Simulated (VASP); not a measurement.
Runs of VASP 6.6.1 on MgH5W. The structure is that of space group P6/mmm (No. 191), or close to it. The cells are those of the table. 

```csv
task,cell,k mesh,cutoff (eV),gap on the mesh (eV),pressure (GPa),relaxed volume (Å³/atom),largest force (eV/Å)
relaxation of cell and atoms,"relaxed from a = 3.520, b = 3.520, c = 6.651 Å, angles 90.0, 90.0, 120.0°, 7 atoms",6 × 6 × 4,600,none,0.0,11.73,0.02
single point,"a = 3.609, b = 3.609, c = 7.281 Å, angles 90.0, 90.0, 120.0°, 7 atoms",6 × 6 × 4,520,none,0.0,-,-
relaxation of cell and atoms,"relaxed from a = 3.609, b = 3.609, c = 7.281 Å, angles 90.0, 90.0, 120.0°, 7 atoms",12 × 12 × 6,600,none,-0.1,(a),0.01
single point,"a = 3.617, b = 3.617, c = 7.268 Å, angles 90.0, 90.0, 120.0°, 7 atoms",12 × 12 × 6,520,none,0.0,-,0.01
```

Alike in all rows: level PBE; potentials or basis VASP PAW PBE potentials, release 64 (Mg, H, W_sv); no spin polarisation; smearing gaussian 0.1 eV.

Task: Estimate the missing entries.

Result: (a) 11.78.

Caveats: spin-orbit coupling is left out, which moves the levels of the heavy elements; the volume moved by over 15 % at a fixed basis, so the end points are rough (some runs).

A k mesh can miss the band edges, and the runs leave out spin-orbit coupling on W.

A gap of «none» marks levels without a gap at the run's occupations.
